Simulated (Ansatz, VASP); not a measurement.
**One calculation of RbBr, two programs**

```
CELL_PARAMETERS angstrom
0.00000 3.43705 3.43705
3.43705 0.00000 3.43705
3.43705 3.43705 0.00000
ATOMIC_POSITIONS crystal
Rb 0.00000 0.00000 0.00000
Br 0.50000 0.50000 0.50000
```

Alike in both runs: task single point; functional PBE; k mesh 6 × 6 × 6; occupations gaussian, width 0.02 eV; no spin polarisation.

```csv
,VASP,Ansatz
version,VASP 6.6.1,Ansatz 0.2.0
potentials or method,"VASP PAW PBE potentials, release 64 (Rb_sv, Br), cutoff 520 eV","scalar-relativistic, plane waves, PAW"
valence electrons in the cell,16,16
```

```tsv
	VASP	Ansatz	Ansatz less VASP
gap on the k mesh at the Fermi level (eV)	4.34	4.34	+0.002
least direct gap on the mesh (eV)	4.34	4.34	+0.002
pressure (GPa)	0.9	0.9	-0.03
```
